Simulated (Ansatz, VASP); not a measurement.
SiC in VASP and in Ansatz

The input INCAR:

```
SYSTEM = SiC
ALGO = Normal
EDIFF = 1E-6
ENCUT = 520
GGA = PE
ISIF = 2
ISMEAR = 0
LASPH = .True.
LCHARG = .False.
LREAL = .False.
LWAVE = .False.
NBANDS = 11
NELM = 80
PREC = Accurate
SIGMA = 0.05
```

Contents of KPOINTS:

```
k-points
0
Gamma
  18 18 18
  0 0 0
```

POSCAR

```
SiC
1.0
    0.0000000000      2.0662021643      2.0662021643
    2.0662021643      0.0000000000      2.0662021643
    2.0662021643      2.0662021643      0.0000000000
Si C
1 1
Direct
    0.0000000000      0.0000000000      0.0000000000
    0.2500000000      0.2500000000      0.2500000000
```

Input for Ansatz:

```yaml
crystal:
  lattice:
    - [0.0, 2.0662021643, 2.0662021643]
    - [2.0662021643, 0.0, 2.0662021643]
    - [2.0662021643, 2.0662021643, 0.0]
  atoms:
    - { symbol: Si, position: [0.0, 0.0, 0.0] }
    - { symbol: C, position: [0.25, 0.25, 0.25] }
basis:
  ecutwfc: 420
  ecutrho_ratio: 4
kpoints:
  mp_grid: { grid: [18, 18, 18] }
hamiltonian:
  xc: pbe
scf:
  occupations: { method: gaussian, width: 0.05 }
output:
  forces: true
  stress: true
  eigenvalues: true
```

Alike in both runs: task single point; functional PBE; k mesh 18 × 18 × 18; occupations gaussian, width 0.05 eV; no spin polarisation.

|  | VASP | Ansatz |
| --- | --- | --- |
| version | VASP 6.6.1 | Ansatz 0.2.0 |
| potentials or method | VASP PAW PBE potentials, release 64 (Si, C), cutoff 520 eV | scalar-relativistic, plane waves, PAW |
| valence electrons in the cell | 8 | 8 |

|  | VASP | Ansatz | Ansatz less VASP |
| --- | --- | --- | --- |
| gap on the k mesh at the Fermi level (eV) | 1.19 | 1.20 | +0.004 |
| least direct gap on the mesh (eV) | 4.68 | 4.69 | +0.010 |
